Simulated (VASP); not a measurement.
A run of VASP 6.6.1 is set up as follows.

Contents of INCAR:

```
SYSTEM = NaGeCl3
PREC     = Accurate       ! precision mode
ENCUT    = 520            ! plane-wave cutoff, eV
EDIFF    = 1E-7           ! SCF threshold, eV
ISMEAR   = 0              ! smearing method
SIGMA    = 0.01           ! smearing width, eV
LREAL    = .FALSE.        ! projectors in reciprocal space
LASPH    = .TRUE.         ! aspherical terms in the spheres
NELM     = 60             ! most SCF steps
ALGO     = Normal         ! electronic algorithm
ISIF     = 2              ! what is computed and relaxed
LWAVE    = .FALSE.        ! write WAVECAR
LCHARG   = .FALSE.        ! write CHGCAR
GGA      = PE             ! functional
NBANDS   = 29             ! bands
```

KPOINTS

```
regular mesh
0
G
  4 4 4
  0 0 0
```

The input POSCAR:

```
NaGeCl3
1.0
    5.2250606805      0.0000000000      0.0000000000
    0.0000000000      5.2250606805      0.0000000000
    0.0000000000      0.0000000000      5.2250606805
Na Ge Cl
1 1 3
Direct
    0.0000000000      0.0000000000      0.0000000000
    0.5000000000      0.5000000000      0.5000000000
    0.5000000000      0.5000000000      0.0000000000
    0.5000000000      0.0000000000      0.5000000000
    0.0000000000      0.5000000000      0.5000000000
```

Potentials or basis: VASP PAW PBE potentials, release 64 (Na_pv, Ge_d, Cl).

The run is started by

```console
$ cat potpaw_PBE.64/Na_pv/POTCAR potpaw_PBE.64/Ge_d/POTCAR potpaw_PBE.64/Cl/POTCAR > POTCAR
$ mpirun -np 1 vasp_std > vasp.out
```

(1) Predict the pressure.

(2) What does it give for the band gap on the k mesh?

Answers

(1) 0.2 GPa.

(2) 0.77 eV.
